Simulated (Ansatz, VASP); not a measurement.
## One calculation of Mo, two programs

```
CELL_PARAMETERS angstrom
2.87229 0.00000 0.00000
-1.43614 2.25057 0.00000
0.00000 0.00000 2.55518
ATOMIC_POSITIONS crystal
Mo 0.00000 0.00000 0.50000
```

Change from the starting cell: strain +0.0500 x Voigt [1, -1, 0, 0, 0, 0], atoms carried along.

Alike in both runs: task single point; functional PBEsol; k mesh 18 × 18 × 18; occupations gaussian, width 0.15 eV; no spin polarisation.

|  | VASP | Ansatz |
| --- | --- | --- |
| version | VASP 6.6.1 | Ansatz 0.2.0 |
| potentials or method | VASP PAW PBE potentials, release 64 (Mo_sv), cutoff 520 eV | scalar-relativistic, plane waves, PAW |
| valence electrons in the cell | 14 | 14 |

Ansatz gave:

```
gap on the k mesh at the Fermi level (eV)                     : none
pressure (GPa)                                                : -2.5
traceless stress, the component that is largest in VASP (GPa) : -5.70
```

Task: Which values does VASP return?

Result: gap on the k mesh at the Fermi level (eV): none; pressure (GPa): -2.0; traceless stress, the component that is largest in VASP (GPa): -5.60.

VASP's potentials were made for PBE, not for PBEsol. A gap of «none» marks a metal or a gap that the smearing closes. With one functional, cell and mesh, what is left measures potentials, basis and numerics.
